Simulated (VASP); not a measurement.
Bi: density of states with LDA

The system is Bi.

```
Bi
1.0
     3.43435    0.00000    0.00000
    -1.71718    2.97424    0.00000
     0.00000    0.00000    3.30365
Bi
1
Direct
  0.00000 0.00000 0.50000
```

| Item | Value |
| --- | --- |
| Program | VASP 6.6.1 |
| Task | density of states |
| Functional | LDA |
| Potentials or basis | VASP PAW LDA potentials, release 64 (Bi_d) |
| Cutoff | 520 eV |
| k mesh | 18 × 18 × 16 |
| Occupations | gaussian, width 0.1 eV |
| Spin | no spin polarisation |
| Dipole correction | no |
| k mesh for the DOS | 27 × 27 × 24 |
| Occupations for the DOS | tetrahedron |
| Further INCAR settings | ALGO = Fast; EDIFF = 1e-06; NBANDS = 14 |

* Valence electrons inside the program's atomic spheres: Bi 12.75

Levels at points of the mesh, in eV from the Fermi level:
```
           k point  band 4  band 5  band 6  band 7  band 8  band 9  band 10  band 11
(0.00, 0.00, 0.00)  -22.69  -22.69  -13.17    2.63    4.28    4.28     6.54     8.57
(0.00, 0.00, 0.50)  -22.76  -22.73  -11.46   -5.00    6.01    6.01    10.50    11.16
```

It took 4.5 min on 1 thread of Intel(R) Xeon(R) Platinum 8488C (Sapphire Rapids), with other jobs on the host, peak memory 0.51 GiB.

Caveat: spin-orbit coupling is left out, which moves the levels of the heavy elements.
